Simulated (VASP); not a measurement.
# TaN in VASP: single point with PBE

Aim: the single point of TaN with PBE.

Program: VASP 6.6.1. These are calculated values, not measurements. Logs are shortened: lines on timing, memory, paths and dates and some standing lists are left out, and cuts for length are marked.

## Step 1: The cell of the first run

The typed cell holds 2 atoms: a = 2.937 Å, b = 2.937 Å, c = 2.882 Å, α = 90.00°, β = 90.00°, γ = 60.00°.

## Step 2: Single point, PBE

The input, POSCAR:

```
TaN
1.0
    1.4683550000      2.5432630000      0.0000000000
   -1.4683550000      2.5432630000      0.0000000000
    0.0000000000      0.0000000000      2.8817350000
N Ta
1 1
Direct
    0.0000000000      0.0000000000      0.0000000000
    0.3333000000      0.3334000000      0.5000000000
```

The input, INCAR.step1:

```
SYSTEM = TaN
PREC = Accurate
ENCUT = 520
EDIFF = 1E-6
ISMEAR = 0
SIGMA = 0.1342
LREAL = .False.
LASPH = .True.
NELM = 80
ALGO = Normal
ISIF = 2
LWAVE = .False.
LCHARG = .True.
LMAXMIX = 4
GGA = PE
NBANDS = 15
```

The input, KPOINTS.step1:

```
Automatic mesh
0
Gamma
  13 13 12
  0 0 0
```

The input, INCAR.step2:

```
SYSTEM = TaN
PREC = Accurate
ENCUT = 520
EDIFF = 1E-6
ISMEAR = -5
SIGMA = 0.1342
LREAL = .False.
LASPH = .True.
NELM = 80
ALGO = Normal
ISIF = 2
LWAVE = .False.
LCHARG = .False.
LMAXMIX = 4
GGA = PE
LORBIT = 11
NEDOS = 1001
ICHARG = 11
```

The input, KPOINTS.step2:

```
Automatic mesh
0
Gamma
  20 20 18
  0 0 0
```

Potentials or basis: VASP PAW PBE potentials, release 64 (N, Ta_pv).

Run with:

```sh
cat potpaw_PBE.64/N/POTCAR potpaw_PBE.64/Ta_pv/POTCAR > POTCAR
cp INCAR.step1 INCAR
cp KPOINTS.step1 KPOINTS
mpirun -np 1 vasp_std > vasp.out
cp INCAR.step2 INCAR
cp KPOINTS.step2 KPOINTS
mpirun -np 1 vasp_std > vasp.out
```

OUTCAR:

```text
SYSTEM = TaN
   PREC = Accurate
   ENCUT = 520
   EDIFF = 1E-6
   ISMEAR = -5
   LREAL = .False.
   LASPH = .True.
   NELM = 80
   ISIF = 2
   GGA = PE
   LORBIT = 11
   ICHARG = 11

 ion  position               nearest neighbor table
   1  0.000  0.000  0.000-   2 2.22   2 2.22   2 2.23   2 2.23   2 2.23   2 2.23
   2  0.333  0.333  0.500-   1 2.22   1 2.22   1 2.23   1 2.23   1 2.23   1 2.23

  LATTYP: Found a hexagonal cell.
 ALAT       =     2.9367078665
 C/A-ratio  =     0.9812807848

  Lattice vectors:

 A1 = (   1.4683550000,  -2.5432630000,   0.0000000000)
 A2 = (   1.4683550000,   2.5432630000,   0.0000000000)
 A3 = (   0.0000000000,   0.0000000000,   2.8817350000)

Analysis of symmetry for initial positions (statically):
=====================================================================
 Subroutine PRICEL returns:
 Original cell was already a primitive cell.

 Routine SETGRP: Setting up the symmetry group for a
 hexagonal supercell.

 Subroutine GETGRP returns: Found  4 space group operations
 (whereof  4 operations were pure point group operations)
 out of a pool of 24 trial point group operations.

The static configuration has the point symmetry C_2v.

Analysis of symmetry for dynamics (positions and initial velocities):
=====================================================================
 Subroutine PRICEL returns:
 Original cell was already a primitive cell.

 Routine SETGRP: Setting up the symmetry group for a
 hexagonal supercell.

 Subroutine GETGRP returns: Found  4 space group operations
 (whereof  4 operations were pure point group operations)
 out of a pool of 24 trial point group operations.

The dynamic configuration has the point symmetry C_2v.

 Subroutine INISYM returns: Found  4 space group operations
 (whereof  4 operations are pure point group operations),
 and found     1 'primitive' translations

----------------------------------------------------------------------------------------

                                     Primitive cell

  volume of cell :      21.5232

  direct lattice vectors                    reciprocal lattice vectors
     1.468355000  2.543263000  0.000000000     0.340517109  0.196597835  0.000000000
    -1.468355000  2.543263000  0.000000000    -0.340517109  0.196597835  0.000000000
     0.000000000  0.000000000  2.881735000     0.000000000  0.000000000  0.347013171

  length of vectors
     2.936707867  2.936707867  2.881735000     0.393195385  0.393195385  0.347013171

  position of ions in fractional coordinates (direct lattice)
     0.000000000  0.000000000  0.000000000
     0.333300000  0.333400000  0.500000000

  ion indices of the primitive-cell ions
   primitive index   ion index
                 1           1
                 2           2

----------------------------------------------------------------------------------------

 KPOINTS: Automatic mesh

Automatic generation of k-mesh.
 Grid dimensions read from file:
 generate k-points for:   20   20   18

 Generating k-lattice:

  Cartesian coordinates                     Fractional coordinates (reciprocal lattice)
     0.017025855  0.009829892  0.000000000     0.050000000  0.000000000  0.000000000
    -0.017025855  0.009829892  0.000000000     0.000000000  0.050000000  0.000000000
     0.000000000  0.000000000  0.019278509     0.000000000  0.000000000  0.055555556

  Length of vectors
     0.019659769  0.019659769  0.019278509

  Shift w.r.t. Gamma in fractional coordinates (k-lattice)
     0.000000000  0.000000000  0.000000000

 TETIRR: Found  18180 inequivalent tetrahedra from    43200

 Subroutine IBZKPT returns following result:
 ===========================================

 Found   1110 irreducible k-points:

 Following reciprocal coordinates:
            Coordinates               Weight
  0.000000  0.000000  0.000000      1.000000
  0.050000 -0.000000  0.000000      4.000000
 -0.000000  0.050000  0.000000      2.000000
  0.100000  0.000000  0.000000      4.000000
  0.000000  0.100000  0.000000      2.000000
  0.150000  0.000000  0.000000      4.000000
[... 16 lines left out ...]
  0.050000  0.100000  0.000000      4.000000
  0.150000  0.050000  0.000000      4.000000
 [... further k-points ...]
   k-points           NKPTS =   1110   k-points in BZ     NKDIM =   1110   number of bands    NBANDS=     12
   number of dos      NEDOS =   1001   number of ions     NIONS =      2
   total plane-waves  NPLWV =  13824
   dimension x,y,z NGX =    24 NGY =   24 NGZ =   24
   dimension x,y,z NGXF=    48 NGYF=   48 NGZF=   48
   ions per type =               1   1
   NGX,Y,Z   is equivalent  to a cutoff of  13.59, 13.59, 13.85 a.u.
   NGXF,Y,Z  is equivalent  to a cutoff of  27.17, 27.17, 27.69 a.u.
 SYSTEM =  TaN
   PREC   = accura    normal or accurate (medium, high low for compatibility)
   ISTART =      0    job   : 0-new  1-cont  2-samecut
   ICHARG =     11    charge: 1-file 2-atom 10-const
   ISPIN  =      1    spin polarized calculation?
   LNONCOLLINEAR =      F non collinear calculations
   LSORBIT =      F    spin-orbit coupling
   LASPH  =      T    aspherical Exc in radial PAW
   ENCUT  =  520.0 eV  38.22 Ry    6.18 a.u.   5.46  5.46  5.36*2*pi/ulx,y,z
   NELM   =     80;   NELMIN=  2; NELMDL=  0     # of ELM steps
   EDIFF  = 0.1E-05   stopping-criterion for ELM
   LREAL  =      F    real-space projection
   EDIFFG = 0.1E-04   stopping-criterion for IOM
   NSW    =      0    number of steps for IOM
   IBRION =     -1    ionic relax: 0-MD 1-quasi-New 2-CG
   NFREE  =      0    steps in history (QN), initial steepest desc. (CG)
   ISIF   =      2    stress and relaxation
   ISYM   =      2    0-nonsym 1-usesym 2-fastsym
   POTIM  = 0.5000    time-step for ionic-motion
   TEBEG  =    0.0;   TEEND  =   0.0 temperature during run
   PSTRESS=    0.0 pullay stress
   NELECT =      16.0000    total number of electrons
   NUPDOWN=      -1.0000    fix difference up-down
   EMIN   =  10.00;   EMAX   =-10.00  energy-range for DOS
   EFERMI =   0.00;   METHOD = LEGACY
   ISMEAR =    -5;   SIGMA  =   0.13  broadening in eV -4-tet -1-fermi 0-gaus
   EFERMI_NEDOS =   21; number of points for ismear=-14 and -15
   IALGO  =     38    algorithm
   IMIX   =      4    mixing-type and parameters
     AMIX     =   0.40;   BMIX     =  1.00
     AMIX_MAG =   1.60;   BMIX_MAG =  1.00
  volume/ion in A,a.u.               =      10.76        72.62
  Fermi-wavevector in a.u.,A,eV,Ry     =   1.483017  2.802495 29.923816  2.199338
  Thomas-Fermi vector in A             =   2.596731
   LORBIT       =     11    0 simple, 1 ext, 2 COOP (PROOUT), +10 PAW based schemes
   GGA     = PE    functional components
   LHFCALC =     F    Hartree Fock is set to
   AEXX    =    0.0000 exact exchange contribution
   IVDW    =     0    specifies the selected vdW correction
   LEPSILON=     F    determine dielectric tensor
   LRPA    =     F    only Hartree local field effects (RPA)
 non-spin polarized calculation
 Fermi weights with tetrahedron method with Bloechl corrections
  energy-cutoff  :      520.00
  volume of cell :       21.52
 maximum number of plane-waves:       605
 NGX is ok and might be reduce to    24

 number of electron      16.0000001 magnetization

 Free energy of the ion-electron system (eV)
  ---------------------------------------------------
  ext. energy  EPLUGINS =         0.00000000
  ---------------------------------------------------
  free energy    TOTEN  =       -22.43903954 eV

  energy without entropy =      -22.43903954  energy(sigma->0) =      -22.43903954

 E-fermi :   8.2551     XC(G=0): -13.3531

 val. band max:        8.3663036879   @ k =   0.0000   0.0000   0.2778
 cond. band min:       8.2705971604   @ k =  -0.0000   0.0500   0.5000
 fundamental gap:     -0.0957065276
 Fermi energy:         8.2550548307

 k-point     1 :       0.0000    0.0000    0.0000
  band No.  band energies     occupation
      1     -26.5759      2.00000
      2     -26.3125      2.00000
      3     -26.3124      2.00000
      4      -9.5231      2.00000
      5       3.6978      2.00000
      6       3.6982      2.00000
      7       4.0541      2.00000
      8       5.3390      2.00000
      9      10.4893      0.00000
     10      11.8581      0.00000
     11      11.8596      0.00000
     12      12.2801      0.00000

 k-point     2 :       0.0500   -0.0000    0.0000
  band No.  band energies     occupation
      1     -26.5724      2.00000
      2     -26.3400      2.00000
      3     -26.3183      2.00000
      4      -9.4706      2.00000
      5       3.5270      2.00000
      6       3.7380      2.00000
      7       4.1359      2.00000
      8       5.2624      2.00000
      9      10.6875      0.00000
     10      11.7448      0.00000
     11      11.8660      0.00000
     12      12.2529      0.00000

 k-point     3 :      -0.0000    0.0500    0.0000
  band No.  band energies     occupation
      1     -26.5724      2.00000
      2     -26.3400      2.00000
      3     -26.3183      2.00000
      4      -9.4706      2.00000
      5       3.5272      2.00000
      6       3.7377      2.00000
      7       4.1360      2.00000
      8       5.2623      2.00000
      9      10.6876      0.00000
     10      11.7436      0.00000
     11      11.8671      0.00000
     12      12.2532      0.00000
[... 286 lines left out ...]
 k-point    23 :       0.0500    0.1000    0.0000
  band No.  band energies     occupation
      1     -26.5657      2.00000
      2     -26.3929      2.00000
      3     -26.3302      2.00000
      4      -9.3681      2.00000
      5       3.2408      2.00000
      6       3.8121      2.00000
      7       4.2722      2.00000
      8       5.1181      2.00000
      9      11.0399      0.00000
     10      11.5426      0.00000
     11      11.8875      0.00000
     12      12.1937      0.00000

 k-point    24 :       0.1500    0.0500    0.0000
  band No.  band energies     occupation
      1     -26.5528      2.00000
      2     -26.4918      2.00000
      3     -26.3533      2.00000
      4      -9.1722      2.00000
      5       2.7732      2.00000
      6       3.9502      2.00000
      7       4.5085      2.00000
      8       4.8612      2.00000
      9      11.1169      0.00000
     10      11.7269      0.00000
     11      11.9459      0.00000
     12      12.0768      0.00000

 [... further k-points ...]

------------------------ aborting loop because EDIFF is reached ----------------------------------------

  FORCE on cell =-STRESS in cart. coord.  units (eV):
  Direction    XX          YY          ZZ          XY          YZ          ZX
  --------------------------------------------------------------------------------------
  -------------------------------------------------------------------------------------
  Total        0.7321025      0.7277468      0.9105765     -0.0037709      0.0000000      0.0000000
  in kB       54.4974370     54.1731996     67.7829803     -0.2807066      0.0000000      0.0000000
  external PRESSURE =      58.8178723 kB  Pullay stress =       0.0000000 kB

 VOLUME and BASIS-vectors are now :
 -----------------------------------------------------------------------------
  energy-cutoff  :      520.00
  volume of cell :       21.52
      direct lattice vectors                 reciprocal lattice vectors
     1.468355000  2.543263000  0.000000000     0.340517109  0.196597835  0.000000000
    -1.468355000  2.543263000  0.000000000    -0.340517109  0.196597835  0.000000000
     0.000000000  0.000000000  2.881735000     0.000000000  0.000000000  0.347013171

 POSITION                                       TOTAL-FORCE (eV/Angst)
 -----------------------------------------------------------------------------------
      0.00000      0.00000      0.00000        -0.001814      0.001047      0.000000
     -0.00015      1.69559      1.44087         0.001814     -0.001047      0.000000
 -----------------------------------------------------------------------------------
    total drift:                               -0.000032     -0.000015      0.000000

  FREE ENERGIE OF THE ION-ELECTRON SYSTEM (eV)
  ---------------------------------------------------
  free  energy   TOTEN  =       -22.4390395373 eV

  energy  without entropy=      -22.4390395373  energy(sigma->0) =      -22.43903954

 total charge

# of ion       s       p       d       tot
------------------------------------------
    1        1.229   2.508   0.000   3.738
    2        0.305   6.266   2.431   9.002
--------------------------------------------------
tot          1.535   8.774   2.431  12.740
```

Wall time 4.7 min (1 thread of Intel Xeon 8259CL, shared host); peak memory 0.45 GiB.

Results:

| Item | Value |
| --- | --- |
| Valence electrons inside the program's atomic spheres | N 3.74; Ta 9.00 |

Caveat: spin-orbit coupling is left out, which moves the levels of the heavy elements.
